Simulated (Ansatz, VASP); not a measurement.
## Two plane-wave programs on SiSn2

File POSCAR:

```
SiSn2
1.0
    0.0000000000      3.1901399512      3.1901399512
    3.1901399512      0.0000000000      3.1901399512
    3.1901399512      3.1901399512      0.0000000000
Si Sn
1 2
Direct
    0.0000000000      0.0000000000      0.0000000000
    0.2500000000      0.2500000000      0.2500000000
    0.7500000000      0.7500000000      0.7500000000
```

Contents of INCAR.step1:

```
  PREC = Accurate
  ENCUT = 600
  ISMEAR = 0
  SIGMA = 0.1
  LREAL = F
  LASPH = T
  NELM = 80
  GGA = PE
  ALGO = Normal
  EDIFF = 1E-4
  LWAVE = T
  LCHARG = F
```

The input INCAR.step2:

```
  PREC = Accurate
  ENCUT = 600
  EDIFF = 1E-7
  ISMEAR = 0
  SIGMA = 0.1
  LREAL = F
  LASPH = T
  NELM = 80
  ALGO = Normal
  ISIF = 3
  LWAVE = F
  LCHARG = F
  METAGGA = R2SCAN
  LMIXTAU = T
  IBRION = 2
  NSW = 90
  EDIFFG = -0.04
  ISTART = 1
```

File KPOINTS:

```
Automatic mesh
0
Gamma
  6 6 6
```

Input for Ansatz:

```yaml
crystal:
  lattice:
    - [0.0, 3.1901399512, 3.1901399512]
    - [3.1901399512, 0.0, 3.1901399512]
    - [3.1901399512, 3.1901399512, 0.0]
  atoms:
    - { symbol: Si, position: [0.0, 0.0, 0.0] }
    - { symbol: Sn, position: [0.25, 0.25, 0.25] }
    - { symbol: Sn, position: [0.75, 0.75, 0.75] }
basis:
  ecutwfc: 500
kpoints:
  mp_grid: { grid: [6, 6, 6] }
hamiltonian:
  xc: r2scan
scf:
  occupations: { method: gaussian, width: 0.1 }
  lower_state_search: "off"
output:
  forces: true
  stress: true
  eigenvalues: true
relax:
  adjacent_minimum: "off"
  f_tol: 0.04
  max_steps: 70
  cell: { stress_tol: 0.4 }
```

Alike in both runs: task relaxation of cell and atoms; functional r2SCAN; k mesh 6 × 6 × 6; occupations gaussian, width 0.1 eV; no spin polarisation.

|  | VASP | Ansatz |
| --- | --- | --- |
| version | VASP 6.6.1 | Ansatz 0.2.0 |
| potentials or method | VASP PAW PBE potentials, release 64 (Si, Sn_d), cutoff 600 eV | scalar-relativistic, plane waves, PAW |
| valence electrons in the cell | 32 | 32 |

```csv
,VASP,Ansatz,Ansatz less VASP
"gap on the k mesh at the Fermi level, each at its own relaxed structure (eV)",none,none,-
relaxed volume (Å³/atom),25.83,25.92,+0.088
relaxed cell length with the largest relative difference (Å),4.785,4.791,+0.0054
```

VASP's potentials were made for PBE, not for r2SCAN. A gap of «none» marks a metal or a gap that the smearing closes.

Noted on VASP's run: the volume moved by over 15 % at a fixed basis, so the end points are rough.
